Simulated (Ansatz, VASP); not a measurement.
# CdS in VASP and in Ansatz

POSCAR

```
CdS
1.0
    0.0000000000      2.6772000000      2.9100000000
    2.6772000000      0.0000000000      2.9100000000
    2.6772000000      2.6772000000      0.0000000000
Cd S
1 1
Direct
    0.0000000000      0.0000000000      0.0000000000
    0.7500000000      0.7500000000      0.7500000000
```

Contents of INCAR.step1:

```
SYSTEM = CdS
PREC = Accurate ; ENCUT = 520
ISMEAR = 0 ; SIGMA = 0.05
LREAL = .False. ; LASPH = .True.
NELM = 100 ; NBANDS = 16
GGA = PE ; ALGO = Normal
EDIFF = 1E-4 ; LWAVE = .True.
LCHARG = .False.
```

Contents of INCAR.step2:

```
SYSTEM = CdS
PREC = Accurate ; ENCUT = 520
EDIFF = 1E-6 ; ISMEAR = 0
SIGMA = 0.05 ; LREAL = .False.
LASPH = .True. ; NELM = 100
ALGO = Normal ; ISIF = 2
LWAVE = .False. ; LCHARG = .False.
METAGGA = R2SCAN ; LMIXTAU = .True.
NBANDS = 16 ; ISTART = 1
```

Contents of KPOINTS:

```
Automatic mesh
0
Gamma
  8 8 8
  0 0 0
```

Input for Ansatz:

```yaml
crystal:
  lattice:
    - [0.0, 2.6772, 2.91]
    - [2.6772, 0.0, 2.91]
    - [2.6772, 2.6772, 0.0]
  atoms:
    - { symbol: Cd, position: [0.0, 0.0, 0.0] }
    - { symbol: S, position: [0.75, 0.75, 0.75] }
basis:
  ecutwfc: 500
kpoints:
  mp_grid: { grid: [8, 8, 8] }
hamiltonian:
  xc: r2scan
scf:
  occupations: { method: gaussian, width: 0.05 }
output:
  forces: true
  stress: true
  eigenvalues: true
```

Change from the starting cell: strain -0.080 along x and y, +0.000 along z, atoms carried along.

Alike in both runs: task single point; functional r2SCAN; k mesh 8 × 8 × 8; occupations gaussian, width 0.05 eV; no spin polarisation.

|  | VASP | Ansatz |
| --- | --- | --- |
| version | VASP 6.6.1 | Ansatz 0.2.0 |
| potentials or method | VASP PAW PBE potentials, release 64 (Cd, S), cutoff 520 eV | scalar-relativistic, plane waves, PAW |
| valence electrons in the cell | 18 | 26 |

|  | VASP | Ansatz | Ansatz less VASP |
| --- | --- | --- | --- |
| gap on the k mesh at the Fermi level (eV) | 1.86 | 1.85 | -0.014 |
| least direct gap on the mesh (eV) | 1.86 | 1.85 | -0.014 |
| pressure (GPa) | 18.8 | 18.0 | -0.73 |
| traceless stress, the component that is largest in VASP (GPa) | -0.06 | -0.10 | -0.037 |

VASP's potentials were made for PBE, not for r2SCAN. VASP's potentials hold 18 valence electrons a cell and Ansatz's 26, so a difference there can come from the potentials and not from the codes.
